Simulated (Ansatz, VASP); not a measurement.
## Co in VASP and in Ansatz

```
Co
1.0
     4.39753    0.00000    0.00000
     0.00000    4.39753    0.00000
     0.00000    0.00000    4.39753
Co
8
Direct
  0.00000 0.00000 0.00000
  0.50000 0.50000 0.50000
  0.25000 0.00000 0.50000
  0.75000 0.00000 0.50000
  0.50000 0.25000 0.00000
  0.50000 0.75000 0.00000
  0.00000 0.50000 0.25000
  0.00000 0.50000 0.75000
```

Alike in both runs: functional PBEsol; k mesh 6 × 6 × 6; occupations fermi-dirac, width 0.05 eV; collinear spin.

Ansatz relaxed the structure, and its values are those at the end. VASP's run is a single point on that final structure, the one shown.

|  | VASP | Ansatz |
| --- | --- | --- |
| version | VASP 6.6.1 | Ansatz 0.2.0 |
| potentials or method | VASP PAW PBE potentials, release 64 (Co), cutoff 520 eV | plane waves (420 eV) with PAW, scalar-relativistic |
| valence electrons in the cell | 72 | 136 |

VASP gave:

| Quantity | Value |
| --- | --- |
| pressure (GPa) | -1.2 |
| net moment per atom (μB) | 1.64 |
| size of the moment on the site where the two differ most (μB) | 1.60 |

**Question.** Which values does Ansatz return?

**Answer.** Pressure (GPa): 0.0; net moment per atom (μB): 1.66; size of the moment on the site where the two differ most (μB): 1.67.

VASP's potentials were made for PBE, not for PBEsol, and Ansatz warns of the same on its side. Site moments also hang on the region over which each program counts them. VASP's potentials hold 72 valence electrons a cell and Ansatz's 136, so a difference there can come from the potentials and not from the codes.
